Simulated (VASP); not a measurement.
# MgS (Fm-3m) in VASP: notebook

MgS is run at these levels: PBE; tasks: single point.

Program: VASP 6.6.1. These are calculated values, not measurements. Logs are shortened: lines on timing, memory, paths and dates and some standing lists are left out, and cuts for length are marked.

### Step 1. The cell of the first run

Symmetry: Fm-3m, No. 225, cubic system. Conventional cell: a = 5.203 Å, b = 5.203 Å, c = 5.203 Å, α = 90.00°, β = 90.00°, γ = 90.00°. Within 3.4 Å of Mg (site symmetry m-3m) lie 6 S at 2.60 Å. S (site symmetry m-3m) has 6 Mg at 2.60 Å within 3.4 Å.

### Step 2. Single point, PBE

File INCAR:

```
ALGO = Normal
EDIFF = 1E-6
ENCUT = 600
GGA = PE
GGA_COMPAT = F
ISIF = 2
ISMEAR = 0
LASPH = T
LCHARG = F
LREAL = F
LWAVE = F
NBANDS = 11
NELM = 120
PREC = Accurate
SIGMA = 0.1
```

File KPOINTS:

```
k-points
0
Gamma
  6 6 6
```

File POSCAR:

```
MgS
1.0
    0.0000000000      2.6016500000      2.6016500000
    2.6016500000      0.0000000000      2.6016500000
    2.6016500000      2.6016500000      0.0000000000
Mg S
1 1
Direct
    0.0000000000      0.0000000000      0.0000000000
    0.5000000000      0.5000000000      0.5000000000
```

Potentials or basis: VASP PAW PBE potentials, release 64 (Mg, S).

On the command line:

```console
$ cat potpaw_PBE.64/Mg/POTCAR potpaw_PBE.64/S/POTCAR > POTCAR
$ mpirun -np 1 vasp_std > vasp.out
```

OUTCAR:

```text
EDIFF = 1E-6
   ENCUT = 600
   GGA = PE
   ISIF = 2
   ISMEAR = 0
   LASPH = T
   LREAL = F
   NELM = 120
   PREC = Accurate

 ion  position               nearest neighbor table
   1  0.000  0.000  0.000-   2 2.60   2 2.60   2 2.60   2 2.60   2 2.60   2 2.60
   2  0.500  0.500  0.500-   1 2.60   1 2.60   1 2.60   1 2.60   1 2.60   1 2.60

  LATTYP: Found a face centered cubic cell.
 ALAT       =     5.2033000000

  Lattice vectors:

 A1 = (   0.0000000000,   2.6016500000,   2.6016500000)
 A2 = (   2.6016500000,   0.0000000000,   2.6016500000)
 A3 = (   2.6016500000,   2.6016500000,   0.0000000000)

Analysis of symmetry for initial positions (statically):
=====================================================================
 Subroutine PRICEL returns:
 Original cell was already a primitive cell.

 Routine SETGRP: Setting up the symmetry group for a
 face centered cubic supercell.

 Subroutine GETGRP returns: Found 48 space group operations
 (whereof 48 operations were pure point group operations)
 out of a pool of 48 trial point group operations.

The static configuration has the point symmetry O_h .

Analysis of symmetry for dynamics (positions and initial velocities):
=====================================================================
 Subroutine PRICEL returns:
 Original cell was already a primitive cell.

 Routine SETGRP: Setting up the symmetry group for a
 face centered cubic supercell.

 Subroutine GETGRP returns: Found 48 space group operations
 (whereof 48 operations were pure point group operations)
 out of a pool of 48 trial point group operations.

The dynamic configuration has the point symmetry O_h .

 Subroutine INISYM returns: Found 48 space group operations
 (whereof 48 operations are pure point group operations),
 and found     1 'primitive' translations

----------------------------------------------------------------------------------------

                                     Primitive cell

  volume of cell :      35.2190

  direct lattice vectors                    reciprocal lattice vectors
     0.000000000  2.601650000  2.601650000    -0.192185728  0.192185728  0.192185728
     2.601650000  0.000000000  2.601650000     0.192185728 -0.192185728  0.192185728
     2.601650000  2.601650000  0.000000000     0.192185728  0.192185728 -0.192185728

  length of vectors
     3.679288715  3.679288715  3.679288715     0.332875446  0.332875446  0.332875446

  position of ions in fractional coordinates (direct lattice)
     0.000000000  0.000000000  0.000000000
     0.500000000  0.500000000  0.500000000

  ion indices of the primitive-cell ions
   primitive index   ion index
                 1           1
                 2           2

----------------------------------------------------------------------------------------

 KPOINTS: k-points

Automatic generation of k-mesh.
 Grid dimensions read from file:
 generate k-points for:    6    6    6

 Generating k-lattice:

  Cartesian coordinates                     Fractional coordinates (reciprocal lattice)
    -0.032030955  0.032030955  0.032030955     0.166666667  0.000000000  0.000000000
     0.032030955 -0.032030955  0.032030955     0.000000000  0.166666667  0.000000000
     0.032030955  0.032030955 -0.032030955     0.000000000  0.000000000  0.166666667

  Length of vectors
     0.055479241  0.055479241  0.055479241

  Shift w.r.t. Gamma in fractional coordinates (k-lattice)
     0.000000000  0.000000000  0.000000000

 Subroutine IBZKPT returns following result:
 ===========================================

 Found     16 irreducible k-points:

 Following reciprocal coordinates:
            Coordinates               Weight
  0.000000  0.000000  0.000000      1.000000
  0.166667  0.000000  0.000000      8.000000
  0.333333  0.000000  0.000000      8.000000
  0.500000  0.000000  0.000000      4.000000
  0.166667  0.166667  0.000000      6.000000
  0.333333  0.166667  0.000000     24.000000
[... 8 lines left out ...]
 -0.333333  0.333333  0.166667     24.000000
 -0.333333  0.500000  0.166667     12.000000
   k-points           NKPTS =     16   k-points in BZ     NKDIM =     16   number of bands    NBANDS=     11
   number of dos      NEDOS =    301   number of ions     NIONS =      2
   total plane-waves  NPLWV =  27000
   dimension x,y,z NGX =    30 NGY =   30 NGZ =   30
   dimension x,y,z NGXF=    60 NGYF=   60 NGZF=   60
   ions per type =               1   1
   NGX,Y,Z   is equivalent  to a cutoff of  13.56, 13.56, 13.56 a.u.
   NGXF,Y,Z  is equivalent  to a cutoff of  27.11, 27.11, 27.11 a.u.
 SYSTEM =  unknown system
   PREC   = accura    normal or accurate (medium, high low for compatibility)
   ISTART =      0    job   : 0-new  1-cont  2-samecut
   ICHARG =      2    charge: 1-file 2-atom 10-const
   ISPIN  =      1    spin polarized calculation?
   LNONCOLLINEAR =      F non collinear calculations
   LSORBIT =      F    spin-orbit coupling
   LASPH  =      T    aspherical Exc in radial PAW
   ENCUT  =  600.0 eV  44.10 Ry    6.64 a.u.   7.35  7.35  7.35*2*pi/ulx,y,z
   NELM   =    120;   NELMIN=  2; NELMDL= -5     # of ELM steps
   EDIFF  = 0.1E-05   stopping-criterion for ELM
   LREAL  =      F    real-space projection
   EDIFFG = 0.1E-04   stopping-criterion for IOM
   NSW    =      0    number of steps for IOM
   IBRION =     -1    ionic relax: 0-MD 1-quasi-New 2-CG
   NFREE  =      0    steps in history (QN), initial steepest desc. (CG)
   ISIF   =      2    stress and relaxation
   ISYM   =      2    0-nonsym 1-usesym 2-fastsym
   POTIM  = 0.5000    time-step for ionic-motion
   TEBEG  =    0.0;   TEEND  =   0.0 temperature during run
   PSTRESS=    0.0 pullay stress
   NELECT =       8.0000    total number of electrons
   NUPDOWN=      -1.0000    fix difference up-down
   EMIN   =  10.00;   EMAX   =-10.00  energy-range for DOS
   EFERMI =   0.00;   METHOD = LEGACY
   ISMEAR =     0;   SIGMA  =   0.10  broadening in eV -4-tet -1-fermi 0-gaus
   EFERMI_NEDOS =   21; number of points for ismear=-14 and -15
   IALGO  =     38    algorithm
   IMIX   =      4    mixing-type and parameters
     AMIX     =   0.40;   BMIX     =  1.00
     AMIX_MAG =   1.60;   BMIX_MAG =  1.00
  volume/ion in A,a.u.               =      17.61       118.83
  Fermi-wavevector in a.u.,A,eV,Ry     =   0.998878  1.887606 13.575323  0.997758
  Thomas-Fermi vector in A             =   2.131131
   LORBIT       =      0    0 simple, 1 ext, 2 COOP (PROOUT), +10 PAW based schemes
   GGA     = PE    functional components
   LHFCALC =     F    Hartree Fock is set to
   AEXX    =    0.0000 exact exchange contribution
   IVDW    =     0    specifies the selected vdW correction
   LEPSILON=     F    determine dielectric tensor
   LRPA    =     F    only Hartree local field effects (RPA)
 non-spin polarized calculation
 Gauss-broadening in eV      SIGMA  =   0.10
  energy-cutoff  :      600.00
  volume of cell :       35.22
 maximum number of plane-waves:      1211
 NGX is ok and might be reduce to    30
   NGX = 15   NGY = 15   NGZ = 15

 number of electron       7.9999999 magnetization

 Free energy of the ion-electron system (eV)
  ---------------------------------------------------
  ext. energy  EPLUGINS =         0.00000000
  ---------------------------------------------------
  free energy    TOTEN  =        -8.49958074 eV

  energy without entropy =       -8.49958074  energy(sigma->0) =       -8.49958074

 E-fermi :   4.2093     XC(G=0):  -9.6876

 val. band max:        3.7273253165   @ k =   0.0000   0.0000   0.0000
 cond. band min:       6.5007325617   @ k =   0.5000   0.5000   0.0000
 fundamental gap:      2.7734072452
 Fermi energy:         4.2092701326

 k-point     1 :       0.0000    0.0000    0.0000
  band No.  band energies     occupation
      1      -8.9394      2.00000
      2       3.7273      2.00000
      3       3.7273      2.00000
      4       3.7273      2.00000
      5       7.4367      0.00000
      6      11.6803      0.00000
      7      11.6803      0.00000
      8      11.6803      0.00000
      9      14.0753      0.00000
     10      14.0753      0.00000
     11      16.2644      0.00000

 k-point     2 :       0.1667    0.0000    0.0000
  band No.  band energies     occupation
      1      -8.6757      2.00000
      2       2.0990      2.00000
      3       3.5587      2.00000
      4       3.5587      2.00000
      5       8.5352      0.00000
      6      11.3839      0.00000
      7      11.9412      0.00000
      8      11.9412      0.00000
      9      13.3749      0.00000
     10      13.3749      0.00000
     11      16.1595      0.00000

 k-point     3 :       0.3333    0.0000    0.0000
  band No.  band energies     occupation
      1      -8.0396      2.00000
      2      -0.1126      2.00000
      3       3.2667      2.00000
      4       3.2667      2.00000
      5       8.5098      0.00000
      6      11.0651      0.00000
      7      11.0651      0.00000
      8      13.0718      0.00000
      9      15.2402      0.00000
     10      15.2402      0.00000
     11      15.2841      0.00000

 k-point     4 :       0.5000    0.0000    0.0000
  band No.  band energies     occupation
      1      -7.6337      2.00000
      2      -1.1022      2.00000
      3       3.1381      2.00000
      4       3.1381      2.00000
      5       8.2745      0.00000
      6      10.6331      0.00000
      7      10.6331      0.00000
      8      13.8400      0.00000
      9      15.8809      0.00000
     10      18.1132      0.00000
     11      18.1132      0.00000
[... 127 lines left out ...]
 k-point    14 :       0.5000    0.3333    0.1667
  band No.  band energies     occupation
      1      -7.6066      2.00000
      2       0.0421      2.00000
      3       1.5368      2.00000
      4       2.4954      2.00000
      5       9.0118      0.00000
      6      10.3496      0.00000
      7      11.0438      0.00000
      8      13.5631      0.00000
      9      15.2780      0.00000
     10      18.5622      0.00000
     11      19.0425      0.00000

 k-point    15 :      -0.3333    0.3333    0.1667
  band No.  band energies     occupation
      1      -7.3312      2.00000
      2      -0.1953      2.00000
      3       1.0158      2.00000
      4       2.1425      2.00000
      5       9.0506      0.00000
      6      10.4459      0.00000
      7      12.4142      0.00000
      8      12.6512      0.00000
      9      15.9611      0.00000
     10      17.6250      0.00000
     11      19.4347      0.00000

 k-point    16 :      -0.3333    0.5000    0.1667
  band No.  band energies     occupation
      1      -7.2290      2.00000
      2      -0.0228      2.00000
      3       1.1484      2.00000
      4       1.5146      2.00000
      5       8.1345      0.00000
      6       9.9500      0.00000
      7      12.8850      0.00000
      8      13.5284      0.00000
      9      17.5293      0.00000
     10      18.7650      0.00000
     11      19.1927      0.00000

------------------------ aborting loop because EDIFF is reached ----------------------------------------

  FORCE on cell =-STRESS in cart. coord.  units (eV):
  Direction    XX          YY          ZZ          XY          YZ          ZX
  --------------------------------------------------------------------------------------
  -------------------------------------------------------------------------------------
  Total        0.1998176      0.1998176      0.1998176      0.0000000      0.0000000      0.0000000
  in kB        9.0900793      9.0900793      9.0900793      0.0000000      0.0000000      0.0000000
  external PRESSURE =       9.0900793 kB  Pullay stress =       0.0000000 kB

 VOLUME and BASIS-vectors are now :
 -----------------------------------------------------------------------------
  energy-cutoff  :      600.00
  volume of cell :       35.22
      direct lattice vectors                 reciprocal lattice vectors
     0.000000000  2.601650000  2.601650000    -0.192185728  0.192185728  0.192185728
     2.601650000  0.000000000  2.601650000     0.192185728 -0.192185728  0.192185728
     2.601650000  2.601650000  0.000000000     0.192185728  0.192185728 -0.192185728

 POSITION                                       TOTAL-FORCE (eV/Angst)
 -----------------------------------------------------------------------------------
      0.00000      0.00000      0.00000        -0.000000      0.000000     -0.000000
      2.60165      2.60165      2.60165         0.000000     -0.000000      0.000000
 -----------------------------------------------------------------------------------
    total drift:                               -0.000000     -0.000000      0.000000

  FREE ENERGIE OF THE ION-ELECTRON SYSTEM (eV)
  ---------------------------------------------------
  free  energy   TOTEN  =        -8.4995807441 eV

  energy  without entropy=       -8.4995807441  energy(sigma->0) =       -8.49958074
```

It took 16 s on 1 thread of Intel Xeon 8259CL, shared host; peak memory 0.17 GiB.

What came out:

- Free energy: -8.4996 eV
- Pressure: 0.9 GPa
- Band gap on the k mesh: 2.77 eV (least direct gap 3.71 eV)

A k mesh can miss the band edges. As with any semilocal functional, this PBE gap is likely too small.

(Continued in part 2 of 2.)
